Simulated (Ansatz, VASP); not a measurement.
# Ca8CO in VASP and in Ansatz

The input INCAR:

```
ALGO     = Normal         # electronic algorithm
DIPOL    = 0.5 0.5 0.287
EDIFF    = 1E-7           # SCF threshold, eV
ENCUT    = 520            # plane-wave cutoff, eV
GGA      = PE             # functional
IDIPOL   = 3            
ISIF     = 2              # what is computed and relaxed
ISMEAR   = 0              # smearing method
LASPH    = T              # aspherical terms in the spheres
LCHARG   = T              # write CHGCAR
LDIPOL   = T            
LELF     = T              # ELF
LREAL    = F              # projectors in reciprocal space
LVACPOTAV= T            
LVHAR    = T            
LWAVE    = F              # write WAVECAR
NBANDS   = 56             # bands
NELM     = 100            # most SCF steps
PREC     = Accurate       # precision mode
SIGMA    = 0.1            # smearing width, eV
```

KPOINTS

```
k-points
0
Gamma
  4 4 1
```

File POSCAR:

```
Ca8CO
1.0
    7.8132359319      0.0000000000      0.0000000000
    0.0000000000      7.8132359319      0.0000000000
    0.0000000000      0.0000000000     20.6093934330
Ca C O
8 1 1
Direct
    0.2500000000      0.2500000000      0.1940862555
    0.2500000000      0.7500000000      0.1940862555
    0.7500000000      0.2500000000      0.1940862555
    0.7500000000      0.7500000000      0.1940862555
    0.0000000000      0.0000000000      0.3206981057
    0.0000000000      0.5000000000      0.3206981057
    0.5000000000      0.0000000000      0.3206981057
    0.5000000000      0.5000000000      0.3206981057
    0.1067174971      0.7500000000      0.4060960581
    0.3932825029      0.7500000000      0.4060960581
```

Input for Ansatz:

```yaml
crystal:
  lattice:
    - [7.8132359319, 0.0, 0.0]
    - [0.0, 7.8132359319, 0.0]
    - [0.0, 0.0, 20.609393433]
  atoms:
    - { symbol: Ca, position: [0.25, 0.25, 0.1940862555] }
    - { symbol: Ca, position: [0.25, 0.75, 0.1940862555] }
    - { symbol: Ca, position: [0.75, 0.25, 0.1940862555] }
    - { symbol: Ca, position: [0.75, 0.75, 0.1940862555] }
    - { symbol: Ca, position: [0.0, 0.0, 0.3206981057] }
    - { symbol: Ca, position: [0.0, 0.5, 0.3206981057] }
    - { symbol: Ca, position: [0.5, 0.0, 0.3206981057] }
    - { symbol: Ca, position: [0.5, 0.5, 0.3206981057] }
    - { symbol: C, position: [0.1067174971, 0.75, 0.4060960581] }
    - { symbol: O, position: [0.3932825029, 0.75, 0.4060960581] }
basis:
  ecutwfc: 420
kpoints:
  mp_grid: { grid: [4, 4, 1] }
hamiltonian:
  xc: pbe
scf:
  occupations: { method: gaussian, width: 0.1 }
output:
  forces: true
  eigenvalues: true
efield:
  axis: 3
  dipole_correction: true
  ramp_width: 0.04
```

Alike in both runs: task single point; functional PBE; k mesh 4 × 4 × 1; occupations gaussian, width 0.1 eV; no spin polarisation.

|  | VASP | Ansatz |
| --- | --- | --- |
| version | VASP 6.6.1 | Ansatz 0.2.0 |
| potentials or method | VASP PAW PBE potentials, release 64 (Ca_sv, C, O), cutoff 520 eV | scalar-relativistic, plane waves, PAW |
| valence electrons in the cell | 90 | 90 |

VASP gave:

- gap on the k mesh at the Fermi level (eV): none
- rms of the force components (eV/Å): 0.861
- work function, face that differs most (eV): 2.81

Question: Estimate Ansatz's values.

Answer: gap on the k mesh at the Fermi level (eV): none; rms of the force components (eV/Å): 0.862; work function, face that differs most (eV): 2.81.

Atom by atom the forces differ by 0.004 eV/Å (rms over components). A gap of «none» marks a metal or a gap that the smearing closes. The functional is the same, so the differences come from potentials, cutoffs and numerics.
